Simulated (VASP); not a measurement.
# Al (Fm-3m) in VASP: further runs, part 2 of 2

VASP 6.6.1.

### Step 3. Single point, PBEsol

This run uses another cell than the first one, of 16.18 Å³/atom, 1.042 times its volume.

Contents of INCAR:

```
PREC = Accurate
ENCUT = 520
EDIFF = 1E-6
ISMEAR = -1
SIGMA = 0.1
LREAL = False
LASPH = True
NELM = 60
ALGO = Normal
ISIF = 2
LWAVE = False
LCHARG = False
GGA = PS
NBANDS = 8
```

Contents of KPOINTS:

```
regular mesh
0
Gamma
  22 22 22
```

Contents of POSCAR:

```
Al
1.0
    0.0000000000      2.0073604266      2.0073604266
    2.0073604266      0.0000000000      2.0073604266
    2.0073604266      2.0073604266      0.0000000000
Al
1
Direct
    0.0000000000      0.0000000000      0.0000000000
```

Potentials or basis: VASP PAW PBE potentials, release 64 (Al).

The run is started by

```
> cat potpaw_PBE.64/Al/POTCAR > POTCAR
> mpirun -np 1 vasp_std > vasp.out
```

OUTCAR:

```text
PREC = Accurate
   ENCUT = 520
   EDIFF = 1E-6
   ISMEAR = -1
   LREAL = False
   LASPH = True
   NELM = 60
   ISIF = 2
   GGA = PS

 ion  position               nearest neighbor table
   1  0.000  0.000  0.000-

  LATTYP: Found a face centered cubic cell.
 ALAT       =     4.0147208532

  Lattice vectors:

 A1 = (   0.0000000000,   2.0073604266,   2.0073604266)
 A2 = (   2.0073604266,   0.0000000000,   2.0073604266)
 A3 = (   2.0073604266,   2.0073604266,   0.0000000000)

Analysis of symmetry for initial positions (statically):
=====================================================================
 Subroutine PRICEL returns:
 Original cell was already a primitive cell.

 Routine SETGRP: Setting up the symmetry group for a
 face centered cubic supercell.

 Subroutine GETGRP returns: Found 48 space group operations
 (whereof 48 operations were pure point group operations)
 out of a pool of 48 trial point group operations.

The static configuration has the point symmetry O_h .

Analysis of symmetry for dynamics (positions and initial velocities):
=====================================================================
 Subroutine PRICEL returns:
 Original cell was already a primitive cell.

 Routine SETGRP: Setting up the symmetry group for a
 face centered cubic supercell.

 Subroutine GETGRP returns: Found 48 space group operations
 (whereof 48 operations were pure point group operations)
 out of a pool of 48 trial point group operations.

The dynamic configuration has the point symmetry O_h .

 Subroutine INISYM returns: Found 48 space group operations
 (whereof 48 operations are pure point group operations),
 and found     1 'primitive' translations

----------------------------------------------------------------------------------------

                                     Primitive cell

  volume of cell :      16.1773
[... 101 lines left out ...]
   EFERMI =   0.00;   METHOD = LEGACY
   ISMEAR =    -1;   SIGMA  =   0.10  broadening in eV -4-tet -1-fermi 0-gaus
   EFERMI_NEDOS =   21; number of points for ismear=-14 and -15
   IALGO  =     38    algorithm
   IMIX   =      4    mixing-type and parameters
     AMIX     =   0.40;   BMIX     =  1.00
     AMIX_MAG =   1.60;   BMIX_MAG =  1.00
  volume/ion in A,a.u.               =      16.18       109.17
  Fermi-wavevector in a.u.,A,eV,Ry     =   0.933569  1.764190 11.858180  0.871552
  Thomas-Fermi vector in A             =   2.060284
   LORBIT       =      0    0 simple, 1 ext, 2 COOP (PROOUT), +10 PAW based schemes
   GGA     = PS    functional components
   LHFCALC =     F    Hartree Fock is set to
   AEXX    =    0.0000 exact exchange contribution
   IVDW    =     0    specifies the selected vdW correction
   LEPSILON=     F    determine dielectric tensor
   LRPA    =     F    only Hartree local field effects (RPA)
 non-spin polarized calculation
  energy-cutoff  :      520.00
  volume of cell :       16.18
 maximum number of plane-waves:       450
 NGX is ok and might be reduce to    24
   NGX = 11   NGY = 11   NGZ = 11

 number of electron       3.0000000 magnetization

 Free energy of the ion-electron system (eV)
  ---------------------------------------------------
  ext. energy  EPLUGINS =         0.00000000
  ---------------------------------------------------
  free energy    TOTEN  =        -4.09973827 eV

  energy without entropy =       -4.08732271  energy(sigma->0) =       -4.09353049

 E-fermi :   8.1402     XC(G=0): -10.3290

 val. band max:        8.1378585424   @ k =  -0.4545   0.3636   0.0000
 cond. band min:       8.1644523484   @ k =  -0.2727   0.5000   0.2273
 fundamental gap:      0.0265938060
 Fermi energy:         8.1402297475

 k-point     1 :       0.0000    0.0000    0.0000
  band No.  band energies     occupation
      1      -3.1098      2.00000
      2      20.8615      0.00000
      3      20.8615      0.00000
      4      20.8615      0.00000
      5      22.5035      0.00000
      6      22.5035      0.00000
      7      22.5035      0.00000
      8      24.7857      0.00000
[... 243 lines left out ...]
 k-point    24 :      -0.4545    0.0455    0.0000
  band No.  band energies     occupation
      1       2.8806      2.00000
      2       4.4979      2.00000
      3      18.1698      0.00000
      4      19.0704      0.00000
      5      20.3816      0.00000
      6      20.5061      0.00000
      7      23.7349      0.00000
      8      24.4777      0.00000

 [... further k-points ...]
[... 5 lines left out ...]
  --------------------------------------------------------------------------------------
  -------------------------------------------------------------------------------------
  Total        0.0116058      0.0116058      0.0116058     -0.0000000      0.0000000      0.0000000
  in kB        1.1494231      1.1494231      1.1494231     -0.0000000      0.0000000      0.0000000
  external PRESSURE =       1.1494231 kB  Pullay stress =       0.0000000 kB

 VOLUME and BASIS-vectors are now :
 -----------------------------------------------------------------------------
  energy-cutoff  :      520.00
  volume of cell :       16.18
      direct lattice vectors                 reciprocal lattice vectors
     0.000000000  2.007360427  2.007360427    -0.249083320  0.249083320  0.249083320
     2.007360427  0.000000000  2.007360427     0.249083320 -0.249083320  0.249083320
     2.007360427  2.007360427  0.000000000     0.249083320  0.249083320 -0.249083320

 POSITION                                       TOTAL-FORCE (eV/Angst)
 -----------------------------------------------------------------------------------
      0.00000      0.00000      0.00000         0.000000      0.000000     -0.000000
 -----------------------------------------------------------------------------------
    total drift:                                0.000000     -0.000000     -0.000000

  FREE ENERGIE OF THE ION-ELECTRON SYSTEM (eV)
  ---------------------------------------------------
  free  energy   TOTEN  =        -4.0997382666 eV

  energy  without entropy=       -4.0873227116  energy(sigma->0) =       -4.09353049
```

OSZICAR:

```text
N       E                     dE             d eps       ncg     rms          rms(c)
DAV:   1    -0.262822666211E+01   -0.26282E+01   -0.86681E+02  5272   0.206E+02
DAV:   2    -0.412155531632E+01   -0.14933E+01   -0.14386E+01  7352   0.192E+01
DAV:   3    -0.412847808172E+01   -0.69228E-02   -0.69208E-02  6776   0.150E+00
DAV:   4    -0.412849596301E+01   -0.17881E-04   -0.17882E-04  8280   0.656E-02
DAV:   5    -0.412849599646E+01   -0.33453E-07   -0.32602E-07  6872   0.157E-03    0.143E+00
DAV:   6    -0.411134597662E+01    0.17150E-01   -0.21021E-03  7128   0.191E-01    0.811E-01
DAV:   7    -0.409975470783E+01    0.11591E-01   -0.57646E-03  6856   0.307E-01    0.172E-01
DAV:   8    -0.409973897508E+01    0.15733E-04   -0.20463E-05  7712   0.306E-02    0.105E-02
DAV:   9    -0.409973826658E+01    0.70850E-06   -0.33488E-07  7248   0.265E-03
   1 F= -.40997383E+01 E0= -.40935305E+01  d E =-.124156E-01
```

stdout:

```text
POSCAR found type information on POSCAR Al
 POSCAR found :  1 types and       1 ions
 scaLAPACK will be used
 -----------------------------------------------------------------------------
|                                                                             |
|                                                                             |
|     You enforced a specific xc type in the INCAR file but a different       |
|     I HOPE YOU KNOW WHAT YOU ARE DOING!                                     |
|                                                                             |
 -----------------------------------------------------------------------------

 LDA part: xc-table for (Slater+PW92), standard interpolation
 POSCAR, INCAR and KPOINTS ok, starting setup
 FFT: planning ... GRIDC
 FFT: planning ... GRID_SOFT
 FFT: planning ... GRID
 WAVECAR not read
 entering main loop
```

It took 9.8 s on 1 thread of Intel Xeon 6975P-C (Granite Rapids), shared host; peak memory 0.15 GiB.

What came out:

```yaml
Free_energy: -4.0997 eV
Pressure: 0.1 GPa
```

Caveat: the PAW data sets were made with another functional, which shifts forces and pressure a little.

### Step 4. Single point, PBEsol

This run uses another cell than the first one, of 16.18 Å³/atom, 1.042 times its volume.

Contents of INCAR:

```
SYSTEM = Al
  PREC = Accurate
  ENCUT = 520
  EDIFF = 1E-7
  ISMEAR = -1
  SIGMA = 0.1
  LREAL = .False.
  LASPH = .True.
  NELM = 80
  ALGO = Normal
  ISIF = 2
  LWAVE = .False.
  LCHARG = .False.
  GGA = PS
  NBANDS = 8
```

Contents of KPOINTS:

```
regular mesh
0
Gamma
  22 22 22
  0 0 0
```

POSCAR is that of step 3.

The run is started by

```
> cat potpaw_PBE.64/Al/POTCAR > POTCAR
> mpirun -np 1 vasp_std > vasp.out
```

Wall time 11 s (1 thread of Intel Xeon 6975P-C (Granite Rapids), shared host); peak memory 0.15 GiB.

The run converged. Its results:

- Free energy: -4.0997 eV
- Pressure: 0.1 GPa

Levels at points of the mesh, in eV from the Fermi level:
| k point | band 1 | band 2 | band 3 | band 4 | band 5 | band 6 |
| --- | --- | --- | --- | --- | --- | --- |
| (0.00, 0.00, 0.00) | -11.25 | 12.72 | 12.72 | 12.72 | 14.36 | 14.36 |
| (0.50, 0.00, 0.00) | -4.66 | -4.39 | 11.54 | 11.54 | 11.62 | 11.62 |
| (0.50, 0.50, 0.00) | -2.95 | -1.60 | 5.27 | 5.70 | 5.70 | 9.26 |

Caveat: the PAW data sets were made with another functional, which shifts forces and pressure a little.

### Step 5. Single point, PBEsol (volume scaled by 1.04)

Contents of INCAR:

```
SYSTEM = Al
  ALGO = Normal
  EDIFF = 1E-7
  ENCUT = 520
  GGA = PS
  ISIF = 2
  ISMEAR = -1
  LASPH = .True.
  LCHARG = .True.
  LELF = .True.
  LREAL = .False.
  LVHAR = .True.
  LWAVE = .False.
  NBANDS = 8
  NELM = 60
  PREC = Accurate
  SIGMA = 0.1
```

Contents of KPOINTS:

```
k-points
0
Gamma
  22 22 22
  0 0 0
```

Contents of POSCAR:

```
Al
1.0
    0.0000000000      2.0337760931      2.0337760931
    2.0337760931      0.0000000000      2.0337760931
    2.0337760931      2.0337760931      0.0000000000
Al
1
Direct
    0.0000000000      0.0000000000      0.0000000000
```

The run is started by

```
> cat potpaw_PBE.64/Al/POTCAR > POTCAR
> mpirun -np 1 vasp_std > vasp.out
```

Run time: 14 s. Hardware: 1 thread of Intel Xeon 6975P-C (Granite Rapids), shared host; peak memory 0.16 GiB.

The run converged. Its results:

| Property | Result |
| --- | --- |
| Free energy | -4.0940 eV |
| Pressure | -2.9 GPa |

Levels at points of the mesh, in eV from the Fermi level:
```
           k point  band 1  band 2  band 3  band 4
(0.00, 0.00, 0.00)  -10.98   12.51   12.51   12.51
(0.50, 0.00, 0.00)   -4.50   -4.33   11.21   11.21
(0.50, 0.50, 0.00)   -2.85   -1.59    5.27    5.52
```

Caveat: the cell differs from its parent crystal (volume scaled by 1.04); the PAW data sets were made with another functional, which shifts forces and pressure a little.

### Step 6. Summary

| cell | gap on the mesh (eV) | pressure (GPa) |
| --- | --- | --- |
| a = 2.800 Å, angles 60.0°, 1 atom | none | 3.8 |
| a = 2.839 Å, angles 60.0°, 1 atom | none | 0.1 |
| a = 2.876 Å, angles 60.0°, 1 atom | none | -2.9 |

Alike in all rows: task single point; level PBEsol; potentials or basis VASP PAW PBE potentials, release 64 (Al); no spin polarisation; k mesh 22 × 22 × 22; cutoff (eV) 520; smearing fermi-dirac 0.1 eV.

Caveats: the PAW data sets were made with another functional, which shifts forces and pressure a little.

Total energies depend on the potentials used, so only differences within one code and one set of settings carry meaning.
